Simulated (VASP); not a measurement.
C, 2 atoms in the cell. The structure is orthorhombic, space group Fmmm (No. 69). Conventional cell: a = 2.423 Å, b = 4.197 Å, c = 6.606 Å, α = 90.00°, β = 90.00°, γ = 90.00°. C (site symmetry m2m) has 3 C at 1.40 Å within 1.9 Å. 

```yaml
Program: VASP 6.6.1
Task: single point
Functional: PBEsol
Potentials_or_basis: VASP PAW PBE potentials, release 64 (C)
Cutoff: 520 eV
k_mesh: 14 × 14 × 14
Occupations: methfessel-paxton, width 0.15 eV
Spin: no spin polarisation
Dipole_correction: no
Further_INCAR_settings: ALGO = Normal; EDIFF = 1e-06; NBANDS = 11
```

Potentials or basis: VASP PAW PBE potentials, release 64 (C).

Command:

```console
$ cat potpaw_PBE.64/C/POTCAR > POTCAR
$ mpirun -np 1 vasp_std > vasp.out
```

Hardware: 1 thread of Intel Xeon 8259CL, with other jobs on the host.

**Question.** How long does it take, and how much memory?

**Answer.** It took 2.5 min on 1 thread of Intel Xeon 8259CL, on a shared host, peak memory 0.18 GiB. Counts: scf iterations 11, k points 428.
